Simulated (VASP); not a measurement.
# PbSe: single point with PBE

PbSe:

```
CELL_PARAMETERS angstrom
4.47224 0.00000 0.00000
-2.23612 3.87308 0.00000
0.00000 0.00000 7.74171
ATOMIC_POSITIONS crystal
Pb 0.00000 0.00000 0.00000
Pb 0.00000 0.00000 0.50000
Se 0.33333 0.66667 0.25000
Se 0.66667 0.33333 0.75000
```

```json
{
  "Program": "VASP 6.6.1",
  "Task": "single point",
  "Functional": "PBE",
  "Potentials or basis": "VASP PAW PBE potentials, release 64 (Pb_d, Se)",
  "Cutoff": "520 eV",
  "k mesh": "8 × 8 × 6",
  "Occupations": "gaussian, width 0.05 eV",
  "Spin": "no spin polarisation"
}
```

- Pressure: -3.5 GPa
- Band gap on the k mesh: 0.09 eV

Levels at points of the mesh, in eV from the valence-band top:
| k point | band 17 | band 18 | band 19 | band 20 | band 21 | band 22 | band 23 | band 24 |
| --- | --- | --- | --- | --- | --- | --- | --- | --- |
| (0.00, 0.00, 0.00) | -1.42 | -1.02 | -1.02 | 0.00 | 0.09 | 2.91 | 2.91 | 2.91 |
| (0.50, 0.00, 0.00) | -2.44 | -1.12 | -1.10 | -0.71 | 0.34 | 1.76 | 2.71 | 3.68 |
| (0.00, 0.00, 0.50) | -1.22 | -1.22 | -1.22 | -1.22 | 2.30 | 2.30 | 2.82 | 2.82 |
| (0.50, 0.00, 0.50) | -2.08 | -2.08 | -1.92 | -1.92 | 2.52 | 2.52 | 2.85 | 2.85 |

Wall time 83 s on 1 thread of AMD EPYC 9R45 96-Core Processor (Zen 5), on a shared host, peak memory 0.29 GiB.

Caveat: the cell stands under tension; spin-orbit coupling is left out, which moves the levels of the heavy elements. A k mesh can miss the band edges.
